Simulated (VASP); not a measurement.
A run of VASP 6.6.1:

Contents of INCAR:

```
SYSTEM = Zn
ALGO = Normal
EDIFF = 1E-6
EDIFFG = -0.005
ENCUT = 600
GGA = PE
IBRION = 2
ISIF = 3
ISMEAR = -1
LASPH = .TRUE.
LCHARG = .FALSE.
LREAL = .FALSE.
LWAVE = .FALSE.
NELM = 80
NSW = 60
PREC = Accurate
SIGMA = 0.1
```

The input KPOINTS:

```
k-points
0
G
  19 19 19
  0 0 0
```

File POSCAR:

```
Zn
1.0
   -1.5589149808      1.5589149808      1.5589149808
    1.5589149808     -1.5589149808      1.5589149808
    1.5589149808      1.5589149808     -1.5589149808
Zn
1
Direct
    0.0000000000      0.0000000000      0.0000000000
```

Potentials or basis: VASP PAW PBE potentials, release 64 (Zn).

The run is started by

```bash
$ cat potpaw_PBE.64/Zn/POTCAR > POTCAR
$ mpirun -np 1 vasp_std > vasp.out
```

Hardware: 1 thread of Intel Xeon 6975P-C (shared host).

**Question.** Estimate the wall time of this run.

**Answer.** It took 74 s on 1 thread of Intel Xeon 6975P-C, with other jobs on the host, peak memory 0.18 GiB. Counts: scf iterations 27, k points 220, ion steps 4.
